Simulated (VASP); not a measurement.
## SrTiO3: single point with PBEsol

Crystal: SrTiO3.

```
CELL_PARAMETERS angstrom
3.90500 -0.05858 -0.05858
-0.05858 3.90500 -0.05858
-0.05858 -0.05858 3.90500
ATOMIC_POSITIONS crystal
Sr 0.00000 0.00000 0.00000
Ti 0.50000 0.50000 0.50000
O 0.00000 0.50000 0.50000
O 0.50000 0.00000 0.50000
O 0.50000 0.50000 0.00000
```

This cell differs from its parent crystal: equal xy, yz and zx shear strains of -3 %.

```yaml
Program: VASP 6.6.1
Task: single point
Functional: PBEsol
Potentials_or_basis: VASP PAW PBE potentials, release 64 (Sr_sv, Ti_sv, O)
Cutoff: 520 eV
k_mesh: 7 × 7 × 7
Occupations: fermi-dirac, width 0.05 eV
Spin: no spin polarisation
Dipole_correction: no
Further_INCAR_settings: ALGO = Normal; EDIFF = 1e-07; NBANDS = 28
```

```
Pressure               : -1.1 GPa
Band gap on the k mesh : 1.71 eV (least direct gap 1.89 eV)
```

Stress tensor (GPa, compression positive):
```
-1.07  3.45  3.45
 3.45 -1.07  3.45
 3.45  3.45 -1.07
```

Levels at points of the mesh, in eV from the valence-band top:
| k point | band 16 | band 17 | band 18 | band 19 | band 20 | band 21 | band 22 | band 23 | band 24 | band 25 |
| --- | --- | --- | --- | --- | --- | --- | --- | --- | --- | --- |
| (0.00, 0.00, 0.00) | -1.11 | -1.11 | -0.38 | -0.38 | -0.18 | 1.71 | 1.86 | 1.86 | 4.36 | 4.36 |

Run time: 2.4 min on 1 thread of Intel Xeon 8259CL (shared host), peak memory 0.22 GiB.

Caveat: the cell differs from its parent crystal (equal xy, yz and zx shear strains of -3 %); the PAW data sets were made with another functional, which shifts forces and pressure a little. A k mesh can miss the band edges.
